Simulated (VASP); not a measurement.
A run of VASP 6.6.1 is set up as follows.

Contents of INCAR:

```
SYSTEM = CsNdBr4
PREC     = Accurate       ! precision mode
ENCUT    = 600            ! plane-wave cutoff, eV
EDIFF    = 1E-6           ! SCF threshold, eV
ISMEAR   = 0              ! smearing method
SIGMA    = 0.1            ! smearing width, eV
LREAL    = .FALSE.        ! projectors in reciprocal space
LASPH    = .TRUE.         ! aspherical terms in the spheres
NELM     = 200            ! most SCF steps
ALGO     = Normal         ! electronic algorithm
ISIF     = 2              ! what is computed and relaxed
LWAVE    = .FALSE.        ! write WAVECAR
LCHARG   = .TRUE.         ! write CHGCAR
GGA      = PE             ! functional
LELF     = .TRUE.         ! ELF
LVHAR    = .TRUE.       
NBANDS   = 34             ! bands
GGA_COMPAT= .FALSE.      
LMAXMIX  = 6              ! l up to which the mixer works
```

KPOINTS

```
regular mesh
0
G
  4 4 4
  0 0 0
```

Contents of POSCAR:

```
CsNdBr4
1.0
    0.0000000000      4.7128269900      4.7128269900
    4.7128269900      0.0000000000      4.7128269900
    4.7128269900      4.7128269900      0.0000000000
Cs Nd Br
1 1 4
Direct
    0.2500000000      0.2500000000      0.2500000000
    0.7500000000      0.7500000000      0.7500000000
    0.9046203500      0.9046203500      0.9046203500
    0.9046203500      0.9046203500      0.2861389600
    0.9046203500      0.2861389600      0.9046203500
    0.2861389600      0.9046203500      0.9046203500
```

Potentials or basis: VASP PAW PBE potentials, release 64 (Cs_sv, Nd, Br).

Launch:

```bash
$ cat potpaw_PBE.64/Cs_sv/POTCAR potpaw_PBE.64/Nd/POTCAR potpaw_PBE.64/Br/POTCAR > POTCAR
$ mpirun -np 1 vasp_std > vasp.out
```

Question: Estimate the largest force.

Answer: 6.570 eV/Å.

Question: Predict the pressure.

Answer: 21.2 GPa.

Question: What does it give for the band gap on the k mesh?

Answer: Zero (an odd number of electrons rules out a gap without spin polarisation).

Forces on the atoms (eV/Å):
```
Cs   0.000  0.000  0.000
Nd   0.000  0.000  0.000
Br  -3.793 -3.793 -3.793
Br   3.793  3.793 -3.793
Br   3.793 -3.793  3.793
Br  -3.793  3.793  3.793
```

Caveat: the cell stands under pressure; spin-orbit coupling is left out, which moves the levels of the heavy elements; an odd number of electrons without spin polarisation forces a metal; a magnetic or distorted state may lie lower; the run has no spin polarisation, though such a crystal can be magnetic; semilocal functionals describe open f shells poorly, which spoils levels, moments and volumes. Spin polarisation is off, so any magnetic state and its effect on volume and gap are missing.
